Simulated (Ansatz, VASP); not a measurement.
# Two plane-wave programs on AlN

```xyz
4
Lattice="3.2085 0.0000 0.0000 -1.6043 2.7787 0.0000 0.0000 0.0000 4.4623" Properties=species:S:1:pos:R:3 pbc="T T T"
Al    0.0000    1.8525    3.3467
Al    1.6043    0.9262    1.1156
N     0.0000    1.8525    1.1156
N     1.6043    0.9262    3.3467
```

Alike in both runs: task single point; functional LDA; k mesh 12 × 12 × 6; occupations fermi-dirac, width 0.2 eV; no spin polarisation.

```csv
,VASP,Ansatz
version,VASP 6.6.1,Ansatz 0.2.0
potentials or method,"VASP PAW LDA potentials, release 64 (Al, N), cutoff 600 eV","scalar-relativistic, plane waves, PAW"
valence electrons in the cell,16,16
```

```tsv
	VASP	Ansatz	Ansatz less VASP
gap on the k mesh at the Fermi level (eV)	3.09	3.08	-0.010
least direct gap on the mesh (eV)	3.09	3.08	-0.010
pressure (GPa)	-2.6	-3.1	-0.50
traceless stress, the component that is largest in VASP (GPa)	-10.53	-10.02	+0.516
```

LDA's correlation is that of Perdew and Zunger in VASP and of Perdew and Wang (1992) in Ansatz.
